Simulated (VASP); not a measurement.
Set up this calculation in VASP 6.6.1, as the native input.

```yaml
Task: single point
Functional: PBE
Potentials_or_basis: VASP PAW PBE potentials, release 64 (Si, O)
Cutoff: 520 eV
k_mesh: 6 × 6 × 8
Occupations: gaussian, width 0.02 eV
Spin: no spin polarisation
Dipole_correction: no
Further_INCAR_settings: ALGO = Normal; EDIFF = 1e-07; NBANDS = 25
```

The structure of SiO2 lies in POSCAR:

```
SiO2
1.0
    4.4288168002      0.0000000000      0.0000000000
    0.0000000000      4.4288168002      0.0000000000
    0.0000000000      0.0000000000      2.7074850706
Si O
2 4
Direct
    0.0000000000      0.0000000000      0.0000000000
    0.5000000000      0.5000000000      0.5000000000
    0.3135796420      0.3135796420      0.0000000000
    0.1864203580      0.8135796420      0.5000000000
    0.6864203580      0.6864203580      0.0000000000
    0.8135796420      0.1864203580      0.5000000000
```

One way to write it, as run:

INCAR

```
PREC = Accurate ; ENCUT = 520
EDIFF = 1E-7 ; ISMEAR = 0
SIGMA = 0.02 ; LREAL = False
LASPH = True ; NELM = 100
ALGO = Normal ; ISIF = 2
LWAVE = False ; LCHARG = False
GGA = PE ; NBANDS = 25
```

KPOINTS

```
regular mesh
0
Gamma
  6 6 8
```

Potentials or basis: VASP PAW PBE potentials, release 64 (Si, O).

Command:

```bash
$ cat potpaw_PBE.64/Si/POTCAR potpaw_PBE.64/O/POTCAR > POTCAR
$ mpirun -np 1 vasp_std > vasp.out
```

It gave:

The pressure is -17.3 GPa. The largest force is 0.027 eV/Å and the band gap on the k mesh is 3.94 eV.

Caveat: the cell stands under tension.

Wall time 2.2 min on 1 thread of Intel Xeon 8259CL (shared host), peak memory 0.19 GiB.
